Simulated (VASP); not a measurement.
Input of a VASP 6.6.1 run:

The input INCAR:

```
SYSTEM = CdSe
PREC = Accurate
ENCUT = 500
EDIFF = 1E-6
ISMEAR = 0
SIGMA = 0.01
LREAL = .False.
LASPH = .True.
NELM = 120
ALGO = Normal
ISIF = 2
LWAVE = .False.
LCHARG = .False.
GGA = CA
NBANDS = 16
GGA_COMPAT = .False.
```

File KPOINTS:

```
regular mesh
0
Gamma
  8 8 8
  0 0 0
```

POSCAR

```
CdSe
1.0
    0.0000000000      3.0100000000      3.0100000000
    3.0100000000      0.0000000000      3.0100000000
    3.0100000000      3.0100000000      0.0000000000
Cd Se
1 1
Direct
    0.0000000000      0.0000000000      0.0000000000
    0.2500000000      0.2500000000      0.2500000000
```

Potentials or basis: VASP PAW LDA potentials, release 64 (Cd, Se).

Run with:

```console
$ cat potpaw_LDA.64/Cd/POTCAR potpaw_LDA.64/Se/POTCAR > POTCAR
$ mpirun -np 1 vasp_std > vasp.out
```

Task: What does it give for the pressure?

Result: 0.1 GPa.

Task: Estimate the band gap on the k mesh.

Result: 0.43 eV.
